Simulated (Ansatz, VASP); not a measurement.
## NbTe in VASP and in Ansatz

```
CELL_PARAMETERS angstrom
3.70297 0.00000 0.00000
-1.85149 3.20687 0.00000
0.00000 0.00000 3.69421
ATOMIC_POSITIONS crystal
Te 0.66667 0.33333 0.00000
Nb 0.00000 0.00000 0.50000
```

Alike in both runs: task single point; functional PBEsol; k mesh 8 × 8 × 7; occupations fermi-dirac, width 0.05 eV; no spin polarisation.

|  | VASP | Ansatz |
| --- | --- | --- |
| version | VASP 6.6.1 | Ansatz 0.2.0 |
| potentials or method | VASP PAW PBE potentials, release 64 (Te, Nb_sv), cutoff 520 eV | all-electron LAPW, scalar-relativistic |

|  | VASP | Ansatz | Ansatz less VASP |
| --- | --- | --- | --- |
| gap on the k mesh at the Fermi level (eV) | none | none | - |
| pressure (GPa) | -5.3 | -5.2 | +0.08 |

VASP's potentials were made for PBE, not for PBEsol. A gap of «none» marks a metal or a gap that the smearing closes. Ansatz ran all-electron here, and VASP with PAW potentials.

Spin-orbit coupling is off throughout.
